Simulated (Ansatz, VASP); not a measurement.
## SnGe5: VASP beside Ansatz

Contents of INCAR:

```
PREC     = Accurate       # precision mode
ENCUT    = 600            # plane-wave cutoff, eV
EDIFF    = 1E-6           # SCF threshold, eV
ISMEAR   = 0              # smearing method
SIGMA    = 0.1            # smearing width, eV
LREAL    = F              # projectors in reciprocal space
LASPH    = T              # aspherical terms in the spheres
NELM     = 100            # most SCF steps
ALGO     = Fast           # electronic algorithm
ISIF     = 3              # what is computed and relaxed
LWAVE    = F              # write WAVECAR
LCHARG   = F              # write CHGCAR
GGA      = PE             # functional
IBRION   = 2              # ionic algorithm
NSW      = 100            # ionic steps
EDIFFG   = -0.01          # ionic threshold
```

Contents of KPOINTS:

```
Automatic mesh
0
Gamma
  6 6 14
```

Contents of POSCAR:

```
SnGe5
1.0
    7.8828852187      0.0000000000      0.0000000000
   -3.9414426093      6.8267788545      0.0000000000
    0.0000000000      0.0000000000      2.8547099063
Sn Ge
1 5
Direct
    0.0000000000      0.0000000000      0.0000000000
    0.6485168754      0.0000000000      0.0000000000
    0.0000000000      0.6485168754      0.0000000000
    0.3514831246      0.3514831246      0.0000000000
    0.3333333333      0.6666666667      0.0000000000
    0.6666666667      0.3333333333      0.0000000000
```

Input for Ansatz:

```yaml
crystal:
  lattice:
    - [7.8828852187, 0.0, 0.0]
    - [-3.9414426093, 6.8267788545, 0.0]
    - [0.0, 0.0, 2.8547099063]
  atoms:
    - { symbol: Sn, position: [0.0, 0.0, 0.0] }
    - { symbol: Ge, position: [0.6485168754, 0.0, 0.0] }
    - { symbol: Ge, position: [0.0, 0.6485168754, 0.0] }
    - { symbol: Ge, position: [0.3514831246, 0.3514831246, 0.0] }
    - { symbol: Ge, position: [0.3333333333, 0.6666666667, 0.0] }
    - { symbol: Ge, position: [0.6666666667, 0.3333333333, 0.0] }
basis:
  ecutwfc: 420
kpoints:
  mp_grid: { grid: [6, 6, 14] }
hamiltonian:
  xc: pbe
scf:
  occupations: { method: gaussian, width: 0.1 }
output:
  forces: true
  stress: true
  eigenvalues: true
relax:
  adjacent_minimum: "off"
  f_tol: 0.01
  max_steps: 80
  cell: { stress_tol: 0.05 }
```

Alike in both runs: task relaxation of cell and atoms; functional PBE; k mesh 6 × 6 × 14; occupations gaussian, width 0.1 eV; no spin polarisation.

```csv
,VASP,Ansatz
version,VASP 6.6.1,Ansatz 0.2.0
potentials or method,"VASP PAW PBE potentials, release 64 (Sn_d, Ge_d), cutoff 600 eV","scalar-relativistic, plane waves, PAW"
valence electrons in the cell,84,84
```

|  | VASP | Ansatz | Ansatz less VASP |
| --- | --- | --- | --- |
| gap on the k mesh at the Fermi level, each at its own relaxed structure (eV) | none | none | - |
| relaxed volume (Å³/atom) | 25.64 | 25.63 | -0.009 |
| relaxed length of the cell vector where the two differ most in proportion (Å) | 2.847 | 2.846 | -0.0008 |

A gap of «none» marks a metal or a gap that the smearing closes.
